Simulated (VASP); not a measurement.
# Ta in VASP: notebook, part 2 of 2

VASP 6.6.1.

**4. Single point, PBEsol (strain -0.080 along x and y, -0.080 along z)**

INCAR

```
  PREC = Accurate
  ENCUT = 520
  EDIFF = 1E-6
  ISMEAR = 0
  SIGMA = 0.15
  LREAL = False
  LASPH = True
  NELM = 60
  ALGO = Normal
  ISIF = 2
  LWAVE = False
  LCHARG = False
  GGA = PS
  NBANDS = 12
```

KPOINTS

```
Automatic mesh
0
Gamma
  26 26 26
```

POSCAR

```
Ta
1.0
   -1.5090389812      1.5090389812      1.5090389812
    1.5090389812     -1.5090389812      1.5090389812
    1.5090389812      1.5090389812     -1.5090389812
Ta
1
Direct
    0.0000000000      0.0000000000      0.0000000000
```

Potentials or basis: VASP PAW PBE potentials, release 64 (Ta_pv).

Run with:

```sh
$ cat potpaw_PBE.64/Ta_pv/POTCAR > POTCAR
$ mpirun -np 1 vasp_std > vasp.out
```

OUTCAR:

```text
PREC = Accurate
   ENCUT = 520
   EDIFF = 1E-6
   ISMEAR = 0
   LREAL = False
   LASPH = True
   NELM = 60
   ISIF = 2
   GGA = PS

 ion  position               nearest neighbor table
   1  0.000  0.000  0.000-

  LATTYP: Found a body centered cubic cell.
 ALAT       =     3.0180779624

  Lattice vectors:

 A1 = (  -1.5090389812,   1.5090389812,   1.5090389812)
 A2 = (   1.5090389812,  -1.5090389812,   1.5090389812)
 A3 = (   1.5090389812,   1.5090389812,  -1.5090389812)

Analysis of symmetry for initial positions (statically):
=====================================================================
 Subroutine PRICEL returns:
 Original cell was already a primitive cell.

 Routine SETGRP: Setting up the symmetry group for a
 body centered cubic supercell.

 Subroutine GETGRP returns: Found 48 space group operations
 (whereof 48 operations were pure point group operations)
 out of a pool of 48 trial point group operations.

The static configuration has the point symmetry O_h .

Analysis of symmetry for dynamics (positions and initial velocities):
=====================================================================
 Subroutine PRICEL returns:
 Original cell was already a primitive cell.

 Routine SETGRP: Setting up the symmetry group for a
 body centered cubic supercell.

 Subroutine GETGRP returns: Found 48 space group operations
 (whereof 48 operations were pure point group operations)
 out of a pool of 48 trial point group operations.

The dynamic configuration has the point symmetry O_h .

 Subroutine INISYM returns: Found 48 space group operations
 (whereof 48 operations are pure point group operations),
 and found     1 'primitive' translations

----------------------------------------------------------------------------------------

                                     Primitive cell

  volume of cell :      13.7455

[... 107 lines left out ...]
  volume/ion in A,a.u.               =      13.75        92.76
  Fermi-wavevector in a.u.,A,eV,Ry     =   1.519913  2.872218 31.431284  2.310134
  Thomas-Fermi vector in A             =   2.628834
   LORBIT       =      0    0 simple, 1 ext, 2 COOP (PROOUT), +10 PAW based schemes
   GGA     = PS    functional components
   LHFCALC =     F    Hartree Fock is set to
   AEXX    =    0.0000 exact exchange contribution
   IVDW    =     0    specifies the selected vdW correction
   LEPSILON=     F    determine dielectric tensor
   LRPA    =     F    only Hartree local field effects (RPA)
 non-spin polarized calculation
 Gauss-broadening in eV      SIGMA  =   0.15
  energy-cutoff  :      520.00
  volume of cell :       13.75
 maximum number of plane-waves:       382
   NGX =  9   NGY =  9   NGZ =  9

 number of electron      11.0000002 magnetization

 Free energy of the ion-electron system (eV)
  ---------------------------------------------------
  ext. energy  EPLUGINS =         0.00000000
  ---------------------------------------------------
  free energy    TOTEN  =       -11.71012226 eV

  energy without entropy =      -11.69937122  energy(sigma->0) =      -11.70474674

 E-fermi :   7.7486     XC(G=0): -14.1767

 val. band max:        7.7470852126   @ k =  -0.1538   0.1923   0.0385
 cond. band min:       7.7579405537   @ k =  -0.1538   0.1538   0.0769
 fundamental gap:      0.0108553411
 Fermi energy:         7.7486326507

 k-point     1 :       0.0000    0.0000    0.0000
  band No.  band energies     occupation
      1     -24.1880      2.00000
      2     -24.1880      2.00000
      3     -24.1880      2.00000
      4      -1.1019      2.00000
      5       8.3292      0.00000
      6       8.3292      0.00000
      7       8.3292      0.00000
      8      12.6486      0.00000
      9      12.6486      0.00000
     10      24.0712      0.00000
     11      24.0712      0.00000
     12      24.0712      0.00000
[... 331 lines left out ...]
 k-point    24 :       0.3846    0.0385   -0.0000
  band No.  band energies     occupation
      1     -26.6899      2.00000
      2     -24.9711      2.00000
      3     -24.2429      2.00000
      4       2.1571      2.00000
      5       5.3777      2.00000
      6       9.6217      0.00000
      7      12.8742      0.00000
      8      13.8970      0.00000
      9      16.9188      0.00000
     10      22.0753      0.00000
     11      23.2230      0.00000
     12      25.3913      0.00000

 [... further k-points ...]
[... 5 lines left out ...]
  --------------------------------------------------------------------------------------
  -------------------------------------------------------------------------------------
  Total        7.2371927      7.2371927      7.2371927      0.0000000     -0.0000000     -0.0000000
  in kB      843.5665479    843.5665479    843.5665479      0.0000000     -0.0000000     -0.0000000
  external PRESSURE =     843.5665479 kB  Pullay stress =       0.0000000 kB

 VOLUME and BASIS-vectors are now :
 -----------------------------------------------------------------------------
  energy-cutoff  :      520.00
  volume of cell :       13.75
      direct lattice vectors                 reciprocal lattice vectors
    -1.509038981  1.509038981  1.509038981     0.000000000  0.331336703  0.331336703
     1.509038981 -1.509038981  1.509038981     0.331336703  0.000000000  0.331336703
     1.509038981  1.509038981 -1.509038981     0.331336703  0.331336703  0.000000000

 POSITION                                       TOTAL-FORCE (eV/Angst)
 -----------------------------------------------------------------------------------
      0.00000      0.00000      0.00000        -0.000000     -0.000000     -0.000000
 -----------------------------------------------------------------------------------
    total drift:                                0.000000     -0.000000      0.000000

  FREE ENERGIE OF THE ION-ELECTRON SYSTEM (eV)
  ---------------------------------------------------
  free  energy   TOTEN  =       -11.7101222562 eV

  energy  without entropy=      -11.6993712181  energy(sigma->0) =      -11.70474674
```

stdout:

```text
POSCAR found type information on POSCAR Ta
 POSCAR found :  1 types and       1 ions
 scaLAPACK will be used
 -----------------------------------------------------------------------------
|                                                                             |
|                                                                             |
|     You enforced a specific xc type in the INCAR file but a different       |
|     I HOPE YOU KNOW WHAT YOU ARE DOING!                                     |
|                                                                             |
 -----------------------------------------------------------------------------

 LDA part: xc-table for (Slater+PW92), standard interpolation
 POSCAR, INCAR and KPOINTS ok, starting setup
 FFT: planning ... GRIDC
 FFT: planning ... GRID_SOFT
 FFT: planning ... GRID
 WAVECAR not read
 entering main loop
```

Wall time 32 s (1 thread of Intel Xeon Platinum 8375C at 2.90GHz (Ice Lake), shared host); peak memory 0.19 GiB.

Results:

```yaml
Free_energy: -11.7101 eV
Pressure: 84.4 GPa
Band_gap_on_the_k_mesh: zero (an odd number of electrons rules out a gap without spin polarisation)
```

Caveat: the cell differs from its parent crystal (strain -0.080 along x and y, -0.080 along z); the cell stands under pressure; the PAW data sets were made with another functional, which shifts forces and pressure a little; spin-orbit coupling is left out, which moves the levels of the heavy elements.

**5. Single point, PBEsol (strain -0.040 along x and y, -0.040 along z)**

INCAR

```
SYSTEM = Ta
  ALGO = Normal
  EDIFF = 1E-6
  ENCUT = 520
  GGA = PS
  ISIF = 2
  ISMEAR = 0
  LASPH = .TRUE.
  LCHARG = .TRUE.
  LELF = .TRUE.
  LREAL = .FALSE.
  LVHAR = .TRUE.
  LWAVE = .FALSE.
  NBANDS = 12
  NELM = 60
  PREC = Accurate
  SIGMA = 0.15
```

KPOINTS

```
k-points
0
G
  26 26 26
  0 0 0
```

POSCAR

```
Ta
1.0
   -1.5746493717      1.5746493717      1.5746493717
    1.5746493717     -1.5746493717      1.5746493717
    1.5746493717      1.5746493717     -1.5746493717
Ta
1
Direct
    0.0000000000      0.0000000000      0.0000000000
```

Run with:

```sh
$ cat potpaw_PBE.64/Ta_pv/POTCAR > POTCAR
$ mpirun -np 1 vasp_std > vasp.out
```

Wall time 36 s (1 thread of Intel Xeon Platinum 8375C at 2.90GHz (Ice Lake), shared host); peak memory 0.2 GiB.

Results (log left out):

* Free energy: -12.3661 eV
* Pressure: 32.6 GPa
* Band gap on the k mesh: zero (an odd number of electrons rules out a gap without spin polarisation)

Levels at points of the mesh, in eV from the Fermi level:
| k point | band 2 | band 3 | band 4 | band 5 | band 6 | band 7 | band 8 | band 9 | band 10 | band 11 |
| --- | --- | --- | --- | --- | --- | --- | --- | --- | --- | --- |
| (0.00, 0.00, 0.00) | -32.44 | -32.44 | -8.45 | 0.69 | 0.69 | 0.69 | 4.50 | 4.50 | 15.15 | 15.72 |
| (0.50, 0.00, 0.00) | -33.03 | -32.46 | -5.08 | -2.03 | 2.41 | 4.50 | 5.70 | 9.31 | 12.64 | 14.18 |
| (0.50, 0.50, 0.50) | -33.71 | -33.71 | -4.75 | -4.75 | 8.08 | 8.08 | 8.08 | 10.10 | 10.10 | 10.10 |

Caveat: the cell differs from its parent crystal (strain -0.040 along x and y, -0.040 along z); the cell stands under pressure; the PAW data sets were made with another functional, which shifts forces and pressure a little; spin-orbit coupling is left out, which moves the levels of the heavy elements.

**6. Single point, PBEsol (strain +0.040 along x and y, +0.040 along z)**

INCAR

```
SYSTEM = Ta
  PREC = Accurate
  ENCUT = 520
  EDIFF = 1E-7
  ISMEAR = 0
  SIGMA = 0.15
  LREAL = .False.
  LASPH = .True.
  NELM = 80
  ALGO = Normal
  ISIF = 2
  LWAVE = .False.
  LCHARG = .False.
  GGA = PS
  NBANDS = 12
```

KPOINTS

```
Automatic mesh
0
Gamma
  26 26 26
  0 0 0
```

POSCAR

```
Ta
1.0
   -1.7058701527      1.7058701527      1.7058701527
    1.7058701527     -1.7058701527      1.7058701527
    1.7058701527      1.7058701527     -1.7058701527
Ta
1
Direct
    0.0000000000      0.0000000000      0.0000000000
```

Potentials or basis: VASP PAW PBE potentials, release 64 (Ta_pv).

Run with:

```sh
$ cat potpaw_PBE.64/Ta_pv/POTCAR > POTCAR
$ mpirun -np 1 vasp_std > vasp.out
```

Wall time 48 s (1 thread of Intel Xeon Platinum 8375C at 2.90GHz (Ice Lake), shared host); peak memory 0.23 GiB.

It converged, with:

| Item | Value |
| --- | --- |
| Free energy | -12.4152 eV |
| Pressure | -19.4 GPa |
| Band gap on the k mesh | zero (an odd number of electrons rules out a gap without spin polarisation) |

Levels at points of the mesh, in eV from the Fermi level:
| k point | band 4 | band 5 | band 6 | band 7 | band 8 | band 9 |
| --- | --- | --- | --- | --- | --- | --- |
| (0.00, 0.00, 0.00) | -7.54 | 0.70 | 0.70 | 0.70 | 3.64 | 3.64 |
| (0.50, 0.00, 0.00) | -3.98 | -1.30 | 1.22 | 3.46 | 4.38 | 6.88 |
| (0.50, 0.50, 0.50) | -3.27 | -3.27 | 6.06 | 6.06 | 6.06 | 7.82 |

Caveat: the cell differs from its parent crystal (strain +0.040 along x and y, +0.040 along z); the cell stands under tension; the PAW data sets were made with another functional, which shifts forces and pressure a little; spin-orbit coupling is left out, which moves the levels of the heavy elements.

**7. Overview**

```tsv
cell	gap on the mesh (eV)	pressure (GPa)
a = 2.879 Å, angles 110.5, 110.5, 107.3°, 1 atom	none	-7.1
a = 2.917 Å, angles 108.4, 108.4, 111.6°, 1 atom	none	-13.7
a = 2.614 Å, angles 109.5°, 1 atom	none	84.4
a = 2.727 Å, angles 109.5°, 1 atom	none	32.6
a = 2.955 Å, angles 109.5°, 1 atom	none	-19.4
```

Alike in all rows: task single point; level PBEsol; potentials or basis VASP PAW PBE potentials, release 64 (Ta_pv); no spin polarisation; k mesh 26 × 26 × 26; cutoff (eV) 520; smearing gaussian 0.15 eV.

Caveats: the PAW data sets were made with another functional, which shifts forces and pressure a little; spin-orbit coupling is left out, which moves the levels of the heavy elements; the cell stands under tension (at least some runs); the cell stands under pressure (at least some runs).

Absolute energies hang on the potentials; compare differences alone.
